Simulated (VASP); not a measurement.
**GePbSe2: single point with r2SCAN**

The system is GePbSe2.

```
CELL_PARAMETERS angstrom
4.19498 0.00000 0.00000
0.00000 4.19498 0.00000
0.00000 0.00000 5.94538
ATOMIC_POSITIONS crystal
Ge 0.00000 0.00000 0.00000
Se 0.00000 0.00000 0.50000
Se 0.50000 0.50000 0.00000
Pb 0.50000 0.50000 0.50000
```

| Item | Value |
| --- | --- |
| Program | VASP 6.6.1 |
| Task | single point |
| Functional | r2SCAN |
| Potentials or basis | VASP PAW PBE potentials, release 64 (Ge_d, Se, Pb_d) |
| Cutoff | 520 eV |
| k mesh | 4 × 4 × 4 |
| Occupations | methfessel-paxton, width 0.05 eV |
| Spin | no spin polarisation |

| Property | Result |
| --- | --- |
| Pressure | -0.2 GPa |
| Band gap on the k mesh | 0.06 eV |

Stress tensor (GPa, compression positive):
```
 0.05  0.00  0.00
 0.00  0.05  0.00
 0.00  0.00 -0.70
```

Levels at points of the mesh, in eV from the valence-band top:
```
           k point  band 16  band 17  band 18  band 19  band 20  band 21  band 22  band 23  band 24  band 25
(0.00, 0.00, 0.00)    -3.98    -3.98    -2.46    -2.46    -2.44     3.57     3.89     3.89     3.97     5.99
(0.50, 0.00, 0.00)    -4.28    -2.23    -2.20    -1.28    -1.01     0.96     1.01     1.54     2.24     4.13
(0.50, 0.50, 0.00)    -5.88    -4.00    -3.99    -3.99    -3.93     3.56     3.56     4.61     5.10     5.10
(0.00, 0.00, 0.50)    -3.37    -3.21    -3.21    -2.32    -2.06     1.69     2.73     3.90     3.90     4.38
(0.50, 0.00, 0.50)    -2.07    -2.05    -1.98    -0.48     0.00     0.06     0.07     0.56     1.04     1.45
(0.50, 0.50, 0.50)    -5.19    -4.96    -4.96    -1.42    -1.00     0.83     2.11     4.91     4.91     5.31
```

Wall time 83 s on 1 thread of AMD EPYC 9R45 96-Core Processor (Zen 5), on a shared host, peak memory 0.22 GiB.

Caveat: the PAW data sets were made with another functional, which shifts forces and pressure a little; spin-orbit coupling is left out, which moves the levels of the heavy elements. A k mesh can miss the band edges.
